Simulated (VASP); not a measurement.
# CdSe (F-43m) in VASP: notebook, part 2 of 2

VASP 6.6.1. Earlier steps stand in the parts before.

### Step 4. Dielectric tensor, PBEsol

File INCAR:

```
PREC     = Accurate       # precision mode
ENCUT    = 520            # plane-wave cutoff, eV
EDIFF    = 1E-8           # SCF threshold, eV
ISMEAR   = 0              # smearing method
SIGMA    = 0.01           # smearing width, eV
LREAL    = False          # projectors in reciprocal space
LASPH    = True           # aspherical terms in the spheres
NELM     = 100            # most SCF steps
ALGO     = Normal         # electronic algorithm
ISIF     = 2              # what is computed and relaxed
LWAVE    = False          # write WAVECAR
LCHARG   = False          # write CHGCAR
GGA      = PS             # functional
LEPSILON = True           # dielectric tensor by DFPT
```

File KPOINTS:

```
Automatic mesh
0
Gamma
  8 8 8
```

File POSCAR:

```
CdSe
1.0
    0.0000000000      3.0702711986      3.0702711986
    3.0702711986      0.0000000000      3.0702711986
    3.0702711986      3.0702711986      0.0000000000
Cd Se
1 1
Direct
    0.0000000000      0.0000000000      0.0000000000
    0.2500000000      0.2500000000      0.2500000000
```

Potentials or basis: VASP PAW PBE potentials, release 64 (Cd, Se).

On the command line:

```
cat potpaw_PBE.64/Cd/POTCAR potpaw_PBE.64/Se/POTCAR > POTCAR
mpirun -np 1 vasp_std > vasp.out
```

OUTCAR:

```text
PREC = Accurate
   ENCUT = 520
   EDIFF = 1E-8
   ISMEAR = 0
   LREAL = False
   LASPH = True
   NELM = 100
   ISIF = 2
   GGA = PS
   LEPSILON = True

 ion  position               nearest neighbor table
   1  0.000  0.000  0.000-   2 2.66   2 2.66   2 2.66   2 2.66
   2  0.250  0.250  0.250-   1 2.66   1 2.66   1 2.66   1 2.66

  LATTYP: Found a face centered cubic cell.
 ALAT       =     6.1405423972

  Lattice vectors:

 A1 = (   0.0000000000,   3.0702711986,   3.0702711986)
 A2 = (   3.0702711986,   0.0000000000,   3.0702711986)
 A3 = (   3.0702711986,   3.0702711986,   0.0000000000)

Analysis of symmetry for initial positions (statically):
=====================================================================
 Subroutine PRICEL returns:
 Original cell was already a primitive cell.

 Routine SETGRP: Setting up the symmetry group for a
 face centered cubic supercell.

 Subroutine GETGRP returns: Found 24 space group operations
 (whereof 24 operations were pure point group operations)
 out of a pool of 48 trial point group operations.

The static configuration has the point symmetry T_d .

Analysis of symmetry for dynamics (positions and initial velocities):
[... 600 lines left out ...]
  ---------------------------------------------------
  free energy    TOTEN  =        -2.96757660 eV

  energy without entropy =       -2.96757660

------------------------ aborting loop because EDIFF is reached ----------------------------------------

 PIEZOELECTRIC TENSOR FIELD DIRECTION 3  (e Angst)
 -----------------------------------------------------------------------------
    -0.00088 -2.91457  0.00000           (  0.00000  0.04937  0.00000)
    -2.91457 -0.00088  0.00000           (  0.04937  0.00000  0.00000)
     0.00000  0.00000 -0.00067           (  0.00000  0.00000 -0.00000)

 PIEZOELECTRIC TENSOR FIELD DIRECTION 3  (C/m^2)
 -----------------------------------------------------------------------------
    -0.00024 -0.80672  0.00000
    -0.80672 -0.00024  0.00000
     0.00000  0.00000 -0.00019

 MACROSCOPIC STATIC DIELECTRIC TENSOR (including local field effects in DFT)
 ------------------------------------------------------
          18.868370    -0.000000    -0.000000
          -0.000000    18.868370    -0.000000
          -0.000000     0.000000    18.868370
 ------------------------------------------------------

 PIEZOELECTRIC TENSOR (including local field effects)  for field in x, y, z        (e  Angst)
          XX          YY          ZZ          XY          YZ          ZX
  --------------------------------------------------------------------------------
  x    -0.00000    -0.00000     0.00000     0.00000    -2.93078     0.00000
  y     0.00000     0.00000     0.00000     0.00000    -0.00000    -2.93078
  z    -0.00000    -0.00000     0.00000    -2.93078     0.00000     0.00000

 PIEZOELECTRIC TENSOR (including local field effects)  for field in x, y, z        (C/m^2)
          XX          YY          ZZ          XY          YZ          ZX
  --------------------------------------------------------------------------------
  x    -0.00000    -0.00000     0.00000     0.00000    -0.81121     0.00000
  y     0.00000     0.00000     0.00000     0.00000    -0.00000    -0.81121
  z    -0.00000    -0.00000     0.00000    -0.81121     0.00000     0.00000

 BORN EFFECTIVE CHARGES (including local field effects) (in |e|, cummulative output)
 ---------------------------------------------------------------------------------
 ion    1
    1     2.46533    -0.00000    -0.00000
    2    -0.00000     2.46533    -0.00000
    3     0.00000     0.00000     2.46533
 ion    2
    1    -2.46533     0.00000     0.00000
    2     0.00000    -2.46533     0.00000
    3     0.00000     0.00000    -2.46533
```

OSZICAR:

```text
N       E                     dE             d eps       ncg     rms          rms(c)
DAV:   1     0.109360957006E+03    0.10936E+03   -0.87860E+03   754   0.123E+03
DAV:   2    -0.190935469302E+01   -0.11127E+03   -0.10551E+03   874   0.290E+02
[... 12 lines left out ...]
RMM:   6    -0.296655563022E+01   -0.26034E-02   -0.50068E-05  3852   0.454E-02    0.134E-02
RMM:   7    -0.296747840188E+01   -0.92277E-03   -0.13894E-05  3990   0.217E-02    0.283E-03
RMM:   8    -0.296755247866E+01   -0.74077E-04   -0.85819E-06  3725   0.463E-03    0.346E-04
RMM:   9    -0.296757796881E+01   -0.25490E-04   -0.11276E-05  4058   0.950E-04    0.191E-04
RMM:  10    -0.296757798547E+01   -0.16661E-07   -0.20664E-06  3852   0.532E-04    0.488E-05
RMM:  11    -0.296757773098E+01    0.25449E-06   -0.17170E-06  2913   0.993E-05    0.283E-05
RMM:  12    -0.296757659925E+01    0.11317E-05   -0.37834E-07  2354   0.769E-05    0.429E-06
```

Run time: 3.5 min. Hardware: 1 thread of Intel Xeon 6975P-C, shared host; peak memory 0.35 GiB.

What came out:

```
Band gap on the k mesh                  : 0.43 eV, direct
Electronic dielectric tensor (diagonal) : 18.87
Born charges (mean of the diagonal)     : Cd +2.47; Se -2.47 e
```

Electronic dielectric tensor:
```
18.87  0.00  0.00
 0.00 18.87  0.00
 0.00  0.00 18.87
```

Born effective charge tensors (e):
atom 1, Cd
```
2.47 0.00 0.00
0.00 2.47 0.00
0.00 0.00 2.47
```
atom 2, Se
```
-2.47  0.00  0.00
 0.00 -2.47  0.00
 0.00  0.00 -2.47
```

Caveat: the gap is small at this level, which inflates the dielectric constant.

### Step 5. The runs side by side

| task | level | k mesh | smearing | gap on the mesh (eV) |
| --- | --- | --- | --- | --- |
| vibrations by perturbation theory | PBEsol | 6 × 6 × 6 | fermi-dirac 0.05 eV | - |
| dielectric tensor | PBE | 8 × 8 × 8 | gaussian 0.01 eV | 0.55 |
| dielectric tensor | PBEsol | 8 × 8 × 8 | gaussian 0.01 eV | 0.43 |

Alike in all rows: potentials or basis VASP PAW PBE potentials, release 64 (Cd, Se); no spin polarisation; cell as given; cutoff (eV) 520.

Caveats: the gap is small at this level, which inflates the dielectric constant (some runs); the cell wasn't relaxed at this level first, which shifts response properties (some runs).

Total energies depend on the potentials used, so only differences within one code and one set of settings carry meaning.
